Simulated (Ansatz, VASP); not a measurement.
AlO2: VASP beside Ansatz

Contents of INCAR:

```
  PREC = Accurate
  ENCUT = 600
  EDIFF = 1E-6
  ISMEAR = 0
  SIGMA = 0.1
  LREAL = F
  LASPH = T
  NELM = 120
  ALGO = Normal
  ISIF = 2
  LWAVE = F
  LCHARG = T
  GGA = PE
  LELF = T
  LVHAR = T
  NBANDS = 14
  GGA_COMPAT = F
```

File KPOINTS:

```
regular mesh
0
Gamma
  6 6 6
```

POSCAR

```
AlO2
1.0
    0.0000000000      2.7461020100      2.7461020100
    2.7461020100      0.0000000000      2.7461020100
    2.7461020100      2.7461020100      0.0000000000
Al O
1 2
Direct
    0.5000000000      0.5000000000      0.5000000000
    0.0000000000      0.0000000000      0.0000000000
    0.2500000000      0.2500000000      0.2500000000
```

Input for Ansatz:

```yaml
crystal:
  lattice:
    - [0.0, 2.74610201, 2.74610201]
    - [2.74610201, 0.0, 2.74610201]
    - [2.74610201, 2.74610201, 0.0]
  atoms:
    - { symbol: Al, position: [0.5, 0.5, 0.5] }
    - { symbol: O, position: [0.0, 0.0, 0.0] }
    - { symbol: O, position: [0.25, 0.25, 0.25] }
basis:
  ecutwfc: 420
kpoints:
  mp_grid: { grid: [6, 6, 6] }
hamiltonian:
  xc: pbe
scf:
  occupations: { method: gaussian, width: 0.1 }
  lower_state_search: "off"
output:
  forces: true
  stress: true
  eigenvalues: true
```

Alike in both runs: task single point; functional PBE; k mesh 6 × 6 × 6; occupations gaussian, width 0.1 eV; no spin polarisation.

|  | VASP | Ansatz |
| --- | --- | --- |
| version | VASP 6.6.1 | Ansatz 0.2.0 |
| potentials or method | VASP PAW PBE potentials, release 64 (Al, O), cutoff 600 eV | scalar-relativistic, plane waves, PAW |
| valence electrons in the cell | 15 | 15 |

VASP gave:

```
gap on the k mesh at the Fermi level (eV) : none
pressure (GPa)                            : -26.5
```

Question: What did Ansatz give for the same quantities?

Answer: gap on the k mesh at the Fermi level (eV): none; pressure (GPa): -26.4.

A gap of «none» marks a metal or a gap that the smearing closes.
